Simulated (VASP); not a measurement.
CaSe:

```
Ca Se
1.0
     0.00000    2.95600    2.95600
     2.95600    0.00000    2.95600
     2.95600    2.95600    0.00000
Ca Se
1 1
Cartesian
  0.0000 0.0000 0.0000
  2.9560 2.9560 2.9560
```

```yaml
Program: VASP 6.6.1
Task: relaxation of cell and atoms
Functional: LDA
Potentials_or_basis: VASP PAW LDA potentials, release 64 (Ca_sv, Se)
Cutoff: 600 eV
k_mesh: 5 × 5 × 5
Occupations: gaussian, width 0.01 eV
Spin: no spin polarisation
```

At the start: pressure -2.8 GPa; volume 25.83 Å³/atom.

Q: Where does the relaxation end?

A: Over 3 steps the energy falls by 13.0 meV/atom and the volume is 24.43 Å³/atom (-5.4 %); space group Fm-3m (No. 225, to 0.05 Å).

Step by step:
```
step  energy change (eV)  largest force (eV/Å)  pressure (GPa)  volume (Å³)
   1              0.0000                0.0000           -2.84        51.66
   2             -0.0250                0.0000            0.67        48.31
   3             -0.0261                0.0000            0.01        48.85
```

Final structure:
```yaml
crystal:
  lattice:
    - [0.00000, 2.90149, 2.90149]
    - [2.90149, 0.00000, 2.90149]
    - [2.90149, 2.90149, 0.00000]
  atoms:
    - { symbol: Ca, position: [0.00000, 0.00000, 0.00000] }
    - { symbol: Se, position: [0.50000, 0.50000, 0.50000] }
```
